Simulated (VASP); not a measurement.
# Ti in VASP: a series of runs

Ti is run at these levels: PBE; tasks: single point.

Program: VASP 6.6.1. These are calculated values, not measurements. Logs are shortened: lines on timing, memory, paths and dates and some standing lists are left out, and cuts for length are marked.

## (1) The cell of the first run

The typed cell holds 1 atom: a = 2.857 Å, b = 2.857 Å, c = 2.917 Å, α = 90.00°, β = 60.67°, γ = 120.00°.

## (2) Single point, PBE

INCAR reads:

```
PREC     = Accurate       # precision mode
ENCUT    = 520            # plane-wave cutoff, eV
EDIFF    = 1E-6           # SCF threshold, eV
ISMEAR   = 0              # smearing method
SIGMA    = 0.1            # smearing width, eV
LREAL    = False          # projectors in reciprocal space
LASPH    = True           # aspherical terms in the spheres
NELM     = 80             # most SCF steps
ALGO     = Fast           # electronic algorithm
ISIF     = 2              # what is computed and relaxed
LWAVE    = False          # write WAVECAR
LCHARG   = True           # write CHGCAR
GGA      = PE             # functional
LELF     = True           # ELF
LVHAR    = True         
ISYM     = 0            
NBANDS   = 12             # bands
```

KPOINTS reads:

```
Automatic mesh
0
Gamma
  12 12 14
```

POSCAR reads:

```
Ti
1.0
    2.8571513812     -0.0000000016      0.0001271300
   -1.4285756920      2.4743656810      0.0000000000
    1.4286835702      0.8248508438      2.4053871854
Ti
1
Direct
    0.0000000000      0.0000000000      0.0000000000
```

Potentials or basis: VASP PAW PBE potentials, release 64 (Ti_sv).

The run is started by

```bash
$ cat potpaw_PBE.64/Ti_sv/POTCAR > POTCAR
$ mpirun -np 1 vasp_std > vasp.out
```

OUTCAR:

```text
PREC = Accurate
   ENCUT = 520
   EDIFF = 1E-6
   ISMEAR = 0
   LREAL = False
   LASPH = True
   NELM = 80
   ISIF = 2
   GGA = PE
   ISYM = 0

 ion  position               nearest neighbor table
   1  0.000  0.000  0.000-

IMPORTANT INFORMATION: All symmetrisations will be switched off!
NOSYMM: (Re-)initialisation of all symmetry stuff for point group C_1.

----------------------------------------------------------------------------------------

                                     Primitive cell

  volume of cell :      17.0046

  direct lattice vectors                    reciprocal lattice vectors
     2.857151381 -0.000000002  0.000127130     0.350011289  0.202079112 -0.277186354
    -1.428575692  2.474365681  0.000000000     0.000006167  0.404147543 -0.138593177
     1.428683570  0.824850844  2.405387185    -0.000018499 -0.000010680  0.415748136

  length of vectors
     2.857151384  2.857151384  2.916745304     0.490077693  0.427250869  0.415748137

  position of ions in fractional coordinates (direct lattice)
     0.000000000  0.000000000  0.000000000

  ion indices of the primitive-cell ions
   primitive index   ion index
                 1           1

----------------------------------------------------------------------------------------

 KPOINTS: Automatic mesh

Automatic generation of k-mesh.
 Grid dimensions read from file:
 generate k-points for:   12   12   14

 Generating k-lattice:

  Cartesian coordinates                     Fractional coordinates (reciprocal lattice)
     0.029167607  0.016839926 -0.023098863     0.083333333 -0.000000000  0.000000000
     0.000000514  0.033678962 -0.011549431    -0.000000000  0.083333333 -0.000000000
    -0.000001321 -0.000000763  0.029696295     0.000000000  0.000000000  0.071428571

  Length of vectors
     0.040839808  0.035604239  0.029696295

  Shift w.r.t. Gamma in fractional coordinates (k-lattice)
     0.000000000  0.000000000  0.000000000

 Subroutine IBZKPT returns following result:
 ===========================================

 Found   1012 irreducible k-points:

 Following reciprocal coordinates:
            Coordinates               Weight
  0.000000  0.000000  0.000000      1.000000
  0.083333  0.000000  0.000000      2.000000
  0.166667  0.000000  0.000000      2.000000
  0.250000  0.000000  0.000000      2.000000
  0.333333  0.000000  0.000000      2.000000
  0.416667  0.000000  0.000000      2.000000
[... 16 lines left out ...]
 -0.250000  0.166667  0.000000      2.000000
  0.166667  0.166667 -0.000000      2.000000
 [... further k-points ...]
   k-points           NKPTS =   1012   k-points in BZ     NKDIM =   1012   number of bands    NBANDS=     12
   number of dos      NEDOS =    301   number of ions     NIONS =      1
[... 23 lines left out ...]
   ISYM   =      0    0-nonsym 1-usesym 2-fastsym
   POTIM  = 0.5000    time-step for ionic-motion
   TEBEG  =    0.0;   TEEND  =   0.0 temperature during run
   PSTRESS=    0.0 pullay stress
   NELECT =      12.0000    total number of electrons
   NUPDOWN=      -1.0000    fix difference up-down
   EMIN   =  10.00;   EMAX   =-10.00  energy-range for DOS
   EFERMI =   0.00;   METHOD = LEGACY
   ISMEAR =     0;   SIGMA  =   0.10  broadening in eV -4-tet -1-fermi 0-gaus
   EFERMI_NEDOS =   21; number of points for ismear=-14 and -15
   IALGO  =     68    algorithm
   IMIX   =      4    mixing-type and parameters
     AMIX     =   0.40;   BMIX     =  1.00
     AMIX_MAG =   1.60;   BMIX_MAG =  1.00
  volume/ion in A,a.u.               =      17.00       114.75
  Fermi-wavevector in a.u.,A,eV,Ry     =   1.457515  2.754304 28.903528  2.124349
  Thomas-Fermi vector in A             =   2.574307
   LORBIT       =      0    0 simple, 1 ext, 2 COOP (PROOUT), +10 PAW based schemes
   GGA     = PE    functional components
   LHFCALC =     F    Hartree Fock is set to
   AEXX    =    0.0000 exact exchange contribution
   IVDW    =     0    specifies the selected vdW correction
   LEPSILON=     F    determine dielectric tensor
   LRPA    =     F    only Hartree local field effects (RPA)
 non-spin polarized calculation
 RMM-DIIS sequential band-by-band and
 Gauss-broadening in eV      SIGMA  =   0.10
  energy-cutoff  :      520.00
  volume of cell :       17.00
 maximum number of plane-waves:       474
 NGX is ok and might be reduce to    24
   NGX = 11   NGY = 11   NGZ = 11

 number of electron      12.0000001 magnetization

 Free energy of the ion-electron system (eV)
  ---------------------------------------------------
  ext. energy  EPLUGINS =         0.00000000
  ---------------------------------------------------
  free energy    TOTEN  =        -7.77603543 eV

  energy without entropy =       -7.76780290  energy(sigma->0) =       -7.77191916

 E-fermi :   8.4519     XC(G=0): -11.5981

 val. band max:        8.4462170531   @ k =   0.3333   0.5000   0.1429
 cond. band min:       8.4521233103   @ k =  -0.3333   0.1667   0.5000
 fundamental gap:      0.0059062572
 Fermi energy:         8.4518950081

 k-point     1 :       0.0000    0.0000    0.0000
  band No.  band energies     occupation
      1     -48.2286      2.00000
      2     -24.0904      2.00000
      3     -24.0472      2.00000
      4     -24.0471      2.00000
      5       2.3015      2.00000
      6       9.1221      0.00000
      7       9.4314      0.00000
      8       9.4322      0.00000
      9      11.0222      0.00000
     10      11.0235      0.00000
     11      23.7841      0.00000
     12      27.8332      0.00000
[... 331 lines left out ...]
 k-point    24 :       0.1667    0.1667   -0.0000
  band No.  band energies     occupation
      1     -48.1277      2.00000
      2     -24.4968      2.00000
      3     -24.1980      2.00000
      4     -24.1755      2.00000
      5       5.0666      2.00000
      6       7.9651      2.00000
      7       9.2533      0.00000
      8      10.0380      0.00000
      9      11.2007      0.00000
     10      11.7287      0.00000
     11      21.3758      0.00000
     12      24.2117      0.00000

 [... further k-points ...]
[... 5 lines left out ...]
  --------------------------------------------------------------------------------------
  -------------------------------------------------------------------------------------
  Total        0.3615865      0.3581810     -0.0378430      0.0029612      0.0000202      0.0000586
  in kB       34.0687356     33.7478635     -3.5655722      0.2790017      0.0019059      0.0055176
  external PRESSURE =      21.4170090 kB  Pullay stress =       0.0000000 kB

 VOLUME and BASIS-vectors are now :
 -----------------------------------------------------------------------------
  energy-cutoff  :      520.00
  volume of cell :       17.00
      direct lattice vectors                 reciprocal lattice vectors
     2.857151381 -0.000000002  0.000127130     0.350011289  0.202079112 -0.277186354
    -1.428575692  2.474365681  0.000000000     0.000006167  0.404147543 -0.138593177
     1.428683570  0.824850844  2.405387185    -0.000018499 -0.000010680  0.415748136

 POSITION                                       TOTAL-FORCE (eV/Angst)
 -----------------------------------------------------------------------------------
      0.00000      0.00000      0.00000         0.000007      0.000006     -0.000004
 -----------------------------------------------------------------------------------
    total drift:                                0.000007      0.000006     -0.000004

  FREE ENERGIE OF THE ION-ELECTRON SYSTEM (eV)
  ---------------------------------------------------
  free  energy   TOTEN  =        -7.7760354302 eV

  energy  without entropy=       -7.7678028984  energy(sigma->0) =       -7.77191916
```

OSZICAR:

```text
N       E                     dE             d eps       ncg     rms          rms(c)
DAV:   1     0.876756702207E+02    0.87676E+02   -0.66046E+03 24332   0.121E+03
DAV:   2    -0.434822939847E+01   -0.92024E+02   -0.89542E+02 24680   0.298E+02
DAV:   3    -0.865909427647E+01   -0.43109E+01   -0.42662E+01 33996   0.656E+01
[... 12 lines left out ...]
RMM:  16    -0.777602875743E+01   -0.78467E-05   -0.71937E-05 33839   0.464E-02    0.471E-03
RMM:  17    -0.777603172174E+01   -0.29643E-05   -0.29657E-05 30593   0.329E-02    0.222E-03
RMM:  18    -0.777603384077E+01   -0.21190E-05   -0.20829E-05 28620   0.229E-02    0.251E-03
RMM:  19    -0.777603487716E+01   -0.10364E-05   -0.97016E-06 26037   0.166E-02    0.209E-03
RMM:  20    -0.777603543018E+01   -0.55302E-06   -0.54312E-06 23444   0.120E-02
   1 F= -.77760354E+01 E0= -.77719192E+01  d E =-.823253E-02
```

stdout:

```text
POSCAR found type information on POSCAR Ti
 POSCAR found :  1 types and       1 ions
 scaLAPACK will be used
 LDA part: xc-table for (Slater+PW92), standard interpolation
 POSCAR, INCAR and KPOINTS ok, starting setup
 FFT: planning ... GRIDC
 FFT: planning ... GRID_SOFT
 FFT: planning ... GRID
 WAVECAR not read
 entering main loop
WARNING in EDDRMM: call to ZHEGV failed, returncode =   6  3     12
WARNING in EDDRMM: call to ZHEGV failed, returncode =   6  3      5
WARNING in EDDRMM: call to ZHEGV failed, returncode =   8  4     12
WARNING in EDDRMM: call to ZHEGV failed, returncode =   6  3      6
WARNING in EDDRMM: call to ZHEGV failed, returncode =   6  3      8
WARNING in EDDRMM: call to ZHEGV failed, returncode =   6  3      7
WARNING in EDDRMM: call to ZHEGV failed, returncode =   6  3     10
WARNING in EDDRMM: call to ZHEGV failed, returncode =   6  3      5
WARNING in EDDRMM: call to ZHEGV failed, returncode =   6  3      7
WARNING in EDDRMM: call to ZHEGV failed, returncode =   6  3      5
WARNING in EDDRMM: call to ZHEGV failed, returncode =   6  3     10
WARNING in EDDRMM: call to ZHEGV failed, returncode =   6  3      5
WARNING in EDDRMM: call to ZHEGV failed, returncode =   6  3     12
WARNING in EDDRMM: call to ZHEGV failed, returncode =   6  3     11
WARNING in EDDRMM: call to ZHEGV failed, returncode =   6  3      7
WARNING in EDDRMM: call to ZHEGV failed, returncode =   6  3      5
WARNING in EDDRMM: call to ZHEGV failed, returncode =   6  3      6
WARNING in EDDRMM: call to ZHEGV failed, returncode =   6  3      5
WARNING in EDDRMM: call to ZHEGV failed, returncode =   8  4      7
```

It took 2 min on 1 thread of Intel Xeon 6975P-C (Granite Rapids), shared host; peak memory 0.31 GiB.

Results:

```yaml
Free_energy: -7.7760 eV
Pressure: 2.1 GPa
Band_gap_on_the_k_mesh: zero (bands 6 and 7 overlap by 1.18 eV)
```

## (3) Single point, PBE

This run uses another cell than the first one, of 17.14 Å³/atom.

INCAR reads:

```
PREC = Accurate ; ENCUT = 520
EDIFF = 1E-6 ; ISMEAR = 0
SIGMA = 0.1 ; LREAL = F
LASPH = T ; NELM = 60
ALGO = Fast ; ISIF = 2
LWAVE = F ; LCHARG = F
GGA = PE ; NBANDS = 12
ISYM = 0
```

KPOINTS reads:

```
regular mesh
0
Gamma
  12 12 14
```

POSCAR reads:

```
Ti
1.0
    2.8571513840      0.0000000000      0.0000000000
   -1.4285756920      2.4743656810      0.0000000000
    1.4285756920      0.8247885603      2.4245237873
Ti
1
Direct
    0.0000000000      0.0000000000      0.0000000000
```

Potentials or basis: VASP PAW PBE potentials, release 64 (Ti_sv).

The run is started by

```bash
$ cat potpaw_PBE.64/Ti_sv/POTCAR > POTCAR
$ mpirun -np 1 vasp_std > vasp.out
```

OUTCAR:

```text
PREC = Accurate
   ENCUT = 520
   EDIFF = 1E-6
   ISMEAR = 0
   LREAL = F
   LASPH = T
   NELM = 60
   ISIF = 2
   GGA = PE
   ISYM = 0

 ion  position               nearest neighbor table
   1  0.000  0.000  0.000-

IMPORTANT INFORMATION: All symmetrisations will be switched off!
NOSYMM: (Re-)initialisation of all symmetry stuff for point group C_1.

----------------------------------------------------------------------------------------

                                     Primitive cell

[... 520 lines left out ...]
      7       9.3956      0.00000
      8      11.0560      0.00000
      9      12.1032      0.00000
     10      13.4661      0.00000
     11      18.7926      0.00000
     12      20.2409      0.00000

 [... further k-points ...]
[... 5 lines left out ...]
  --------------------------------------------------------------------------------------
  -------------------------------------------------------------------------------------
  Total        0.2967369      0.2932750     -0.1886680      0.0029834      0.0003870      0.0006676
  in kB       27.7369433     27.4133444    -17.6353942      0.2788702      0.0361710      0.0624019
  external PRESSURE =      12.5049645 kB  Pullay stress =       0.0000000 kB

 VOLUME and BASIS-vectors are now :
 -----------------------------------------------------------------------------
  energy-cutoff  :      520.00
  volume of cell :       17.14
      direct lattice vectors                 reciprocal lattice vectors
     2.857151384  0.000000000  0.000000000     0.349998955  0.202071991 -0.274968087
    -1.428575692  2.474365681  0.000000000     0.000000000  0.404143982 -0.137484043
     1.428575692  0.824788560  2.424523787     0.000000000  0.000000000  0.412452130

 POSITION                                       TOTAL-FORCE (eV/Angst)
 -----------------------------------------------------------------------------------
      0.00000      0.00000      0.00000        -0.000007      0.000001      0.000008
 -----------------------------------------------------------------------------------
    total drift:                               -0.000007      0.000001      0.000008

  FREE ENERGIE OF THE ION-ELECTRON SYSTEM (eV)
  ---------------------------------------------------
  free  energy   TOTEN  =        -7.7752350364 eV

  energy  without entropy=       -7.7669510106  energy(sigma->0) =       -7.77109302
```

stdout:

```text
POSCAR found type information on POSCAR Ti
 POSCAR found :  1 types and       1 ions
 scaLAPACK will be used
 LDA part: xc-table for (Slater+PW92), standard interpolation
 -----------------------------------------------------------------------------
|                                                                             |
[... 39 lines left out ...]
WARNING in EDDRMM: call to ZHEGV failed, returncode =   6  3      7
WARNING in EDDRMM: call to ZHEGV failed, returncode =   6  3      5
WARNING in EDDRMM: call to ZHEGV failed, returncode =   8  4      5
WARNING in EDDRMM: call to ZHEGV failed, returncode =   6  3      9
WARNING in EDDRMM: call to ZHEGV failed, returncode =   6  3      6
WARNING in EDDRMM: call to ZHEGV failed, returncode =   6  3      9
WARNING in EDDRMM: call to ZHEGV failed, returncode =   6  3      6
```

Run time: 1.9 min. Hardware: 1 thread of Intel Xeon 6975P-C (Granite Rapids), shared host; peak memory 0.31 GiB.

What came out:

```
Free energy            : -7.7752 eV
Pressure               : 1.3 GPa
Band gap on the k mesh : zero (bands 6 and 7 overlap by 1.12 eV)
```

Stress tensor (GPa, compression positive):
```
 2.77  0.03  0.01
 0.03  2.74  0.00
 0.01  0.00 -1.76
```

Levels at points of the mesh, in eV from the Fermi level:
```tsv
k point	band 3	band 4	band 5	band 6	band 7	band 8	band 9	band 10
(0.00, 0.00, 0.00)	-32.52	-32.52	-6.13	0.61	0.99	1.00	2.55	2.55
(0.50, 0.00, 0.00)	-32.81	-32.76	-2.62	-1.75	2.90	3.59	3.89	3.94
(0.00, 0.50, 0.00)	-32.65	-32.63	-2.61	0.52	0.78	0.95	3.52	3.75
(0.50, 0.50, 0.00)	-32.65	-32.63	-2.61	0.52	0.78	0.95	3.52	3.75
(0.00, 0.00, 0.50)	-32.59	-32.59	-2.67	0.33	0.84	0.84	3.57	3.57
(0.50, 0.00, 0.50)	-32.65	-32.63	-2.61	0.52	0.78	0.95	3.52	3.75
(0.00, 0.50, 0.50)	-32.81	-32.76	-2.62	-1.75	2.90	3.59	3.89	3.94
(0.50, 0.50, 0.50)	-32.81	-32.76	-2.62	-1.75	2.90	3.59	3.89	3.94
```
